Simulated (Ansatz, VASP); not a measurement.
**One calculation of GaSb3, two programs**

File POSCAR:

```
GaSb3
1.0
    0.0000000000      3.7553016472      3.7553016472
    3.7553016472      0.0000000000      3.7553016472
    3.7553016472      3.7553016472      0.0000000000
Sb Ga
3 1
Direct
    0.5000000000      0.5000000000      0.5000000000
    0.7500000000      0.7500000000      0.7500000000
    0.2500000000      0.2500000000      0.2500000000
    0.0000000000      0.0000000000      0.0000000000
```

File INCAR.step1:

```
PREC = Accurate ; ENCUT = 550
ISMEAR = -1 ; SIGMA = 0.05
LREAL = F ; LASPH = T
NELM = 120 ; NBANDS = 22
GGA = PE ; ALGO = Normal
EDIFF = 1E-5 ; LWAVE = T
LCHARG = F ; GGA_COMPAT = F
```

Contents of INCAR.step2:

```
PREC = Accurate ; ENCUT = 550
EDIFF = 1E-6 ; ISMEAR = -1
SIGMA = 0.05 ; LREAL = F
LASPH = T ; NELM = 120
ALGO = Normal ; ISIF = 2
LWAVE = F ; LCHARG = F
METAGGA = R2SCAN ; LMIXTAU = T
NBANDS = 22 ; ISTART = 1
GGA_COMPAT = F
```

KPOINTS

```
Automatic mesh
0
Gamma
  6 6 6
```

File input.yaml:

```yaml
crystal:
  lattice:
    - [0.0, 3.7553016472, 3.7553016472]
    - [3.7553016472, 0.0, 3.7553016472]
    - [3.7553016472, 3.7553016472, 0.0]
  atoms:
    - { symbol: Sb, position: [0.5, 0.5, 0.5] }
    - { symbol: Sb, position: [0.75, 0.75, 0.75] }
    - { symbol: Sb, position: [0.25, 0.25, 0.25] }
    - { symbol: Ga, position: [0.0, 0.0, 0.0] }
hamiltonian:
  xc: r2scan
  pseudopotentials: { kind: paw }
kpoints:
  mp_grid: { grid: [6, 6, 6] }
scf:
  occupations: { method: fermi_dirac, width: 0.05 }
output:
  forces: true
  stress: true
  eigenvalues: true
```

Alike in both runs: task single point; functional r2SCAN; k mesh 6 × 6 × 6; occupations fermi-dirac, width 0.05 eV; no spin polarisation.

|  | VASP | Ansatz |
| --- | --- | --- |
| version | VASP 6.6.1 | Ansatz 0.2.0 |
| potentials or method | VASP PAW PBE potentials, release 64 (Sb, Ga_d) | Ansatz PAW |
| plane-wave cutoff (eV) | 550 | 500 |
| valence electrons in the cell | 28 | 58 |

|  | VASP | Ansatz | Ansatz less VASP |
| --- | --- | --- | --- |
| gap on the k mesh at the Fermi level (eV) | none | none | - |
| pressure (GPa) | -2.4 | -2.4 | +0.05 |

VASP's potentials were made for PBE, not for r2SCAN. A gap of «none» marks a metal or a gap that the smearing closes. VASP's potentials hold 28 valence electrons a cell and Ansatz's 58, so a difference there can come from the potentials and not from the codes.

Spin-orbit coupling is off throughout.
